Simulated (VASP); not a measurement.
Input of a VASP 6.6.1 run:

INCAR

```
PREC = Accurate ; ENCUT = 520
EDIFF = 1E-7 ; ISMEAR = 0
SIGMA = 0.1 ; LREAL = False
LASPH = True ; NELM = 60
ALGO = Normal ; ISIF = 2
LWAVE = False ; LCHARG = False
GGA = PE ; NBANDS = 12
```

The input KPOINTS:

```
regular mesh
0
Gamma
  8 8 8
```

Contents of POSCAR:

```
Ag
1.0
    0.0000000000      2.0521781806      2.0521781806
    2.0521781806      0.0000000000      2.0521781806
    2.0521781806      2.0521781806      0.0000000000
Ag
1
Direct
    0.0000000000      0.0000000000      0.0000000000
```

Potentials or basis: VASP PAW PBE potentials, release 64 (Ag).

Command:

```sh
$ cat potpaw_PBE.64/Ag/POTCAR > POTCAR
$ mpirun -np 1 vasp_std > vasp.out
```

(1) Estimate the band gap on the k mesh.

(2) Predict the pressure.

Answers

(1) zero (an odd number of electrons rules out a gap without spin polarisation).

(2) 3.5 GPa.

Caveat: the cell stands under pressure.
